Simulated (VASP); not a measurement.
Here is a VASP 6.6.1 calculation.

INCAR

```
PREC = Accurate ; ENCUT = 520
EDIFF = 1E-7 ; ISMEAR = 0
SIGMA = 0.1 ; LREAL = False
LASPH = True ; NELM = 60
ALGO = Normal ; ISIF = 2
LWAVE = False ; LCHARG = False
GGA = PE ; IVDW = 12
NBANDS = 44
```

File KPOINTS:

```
regular mesh
0
Gamma
  4 4 4
```

The input POSCAR:

```
CO2
1.0
    5.2919775256      0.0000000000      0.0000000000
    0.0000000000      5.2919775256      0.0000000000
    0.0000000000      0.0000000000      5.2919775256
C O
4 8
Direct
    0.0000000000      0.0000000000      0.0000000000
    0.5000000000      0.0000000000      0.5000000000
    0.5000000000      0.5000000000      0.0000000000
    0.0000000000      0.5000000000      0.5000000000
    0.1272598587      0.1272598587      0.1272598587
    0.3727401413      0.8727401413      0.6272598587
    0.6272598587      0.3727401413      0.8727401413
    0.8727401413      0.6272598587      0.3727401413
    0.8727401413      0.8727401413      0.8727401413
    0.6272598587      0.1272598587      0.3727401413
    0.3727401413      0.6272598587      0.1272598587
    0.1272598587      0.3727401413      0.6272598587
```

Potentials or basis: VASP PAW PBE potentials, release 64 (C, O).

Run with:

```console
$ cat potpaw_PBE.64/C/POTCAR potpaw_PBE.64/O/POTCAR > POTCAR
$ mpirun -np 1 vasp_std > vasp.out
```

Q: What does it give for the pressure?

A: 5.1 GPa.

Q: Estimate the dispersion energy per atom.

A: -0.086 eV.

Q: Estimate the band gap on the k mesh.

A: 6.99 eV.

Forces on the atoms (eV/Å):
```
C    0.000  0.000  0.000
C    0.000  0.000  0.000
C    0.000  0.000  0.000
C    0.000  0.000  0.000
O    0.357  0.357  0.357
O   -0.357 -0.357  0.357
O    0.357 -0.357 -0.357
O   -0.357  0.357 -0.357
O   -0.357 -0.357 -0.357
O    0.357  0.357 -0.357
O   -0.357  0.357  0.357
O    0.357 -0.357  0.357
```

Caveat: the cell stands under pressure. A k mesh can miss the band edges.
